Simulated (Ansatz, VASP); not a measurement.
**InP: VASP beside Ansatz**

The input INCAR:

```
PREC     = Accurate       # precision mode
ENCUT    = 500            # plane-wave cutoff, eV
EDIFF    = 1E-6           # SCF threshold, eV
ISMEAR   = -1             # smearing method
SIGMA    = 0.05           # smearing width, eV
LREAL    = False          # projectors in reciprocal space
LASPH    = True           # aspherical terms in the spheres
NELM     = 120            # most SCF steps
ALGO     = Normal         # electronic algorithm
ISIF     = 2              # what is computed and relaxed
LWAVE    = False          # write WAVECAR
LCHARG   = False          # write CHGCAR
NBANDS   = 16             # bands
GGA_COMPAT= False
```

Contents of KPOINTS:

```
regular mesh
0
Gamma
  8 8 8
```

POSCAR

```
InP
1.0
    0.0000000000      2.7688340000      2.7688340000
    2.7688340000      0.0000000000      2.7688340000
    2.7688340000      2.7688340000      0.0000000000
In P
1 1
Direct
    0.0000000000      0.0000000000      0.0000000000
    0.5000000000      0.5000000000      0.5000000000
```

Contents of input.yaml:

```yaml
crystal:
  lattice:
    - [0.0, 2.768834, 2.768834]
    - [2.768834, 0.0, 2.768834]
    - [2.768834, 2.768834, 0.0]
  atoms:
    - { symbol: In, position: [0.0, 0.0, 0.0] }
    - { symbol: P, position: [0.5, 0.5, 0.5] }
kpoints:
  mp_grid: { grid: [8, 8, 8] }
  band_path:
    path:
      - [0.0, 0.0, 0.0]
      - [0.5, 0.0, 0.5]
      - [0.5, 0.25, 0.75]
      - [0.375, 0.375, 0.75]
      - [0.0, 0.0, 0.0]
      - [0.5, 0.5, 0.5]
      - [0.625, 0.25, 0.625]
      - [0.5, 0.25, 0.75]
    npoints: 8
scf:
  occupations: { method: fermi_dirac, width: 0.05 }
hamiltonian:
  xc: lda
  pseudopotentials: { kind: all_electron, lapw: { basis_error: 0.001 } }
output:
  forces: true
  stress: true
  eigenvalues: true
```

Alike in both runs: functional LDA; k mesh 8 × 8 × 8; occupations fermi-dirac, width 0.05 eV; no spin polarisation.

|  | VASP | Ansatz |
| --- | --- | --- |
| version | VASP 6.6.1 | Ansatz 0.2.0 |
| potentials or method | VASP PAW LDA potentials, release 64 (In_d, P), cutoff 500 eV | all-electron LAPW, scalar-relativistic |
| task | single point | band structure |

```csv
,VASP,Ansatz,Ansatz less VASP
gap on the k mesh at the Fermi level (eV),none,none,-
pressure (GPa),-5.1,-5.1,-0.02
```

LDA's correlation is that of Perdew and Zunger in VASP and of Perdew and Wang (1992) in Ansatz. A gap of «none» marks a metal or a gap that the smearing closes. Ansatz ran all-electron here, and VASP with PAW potentials.
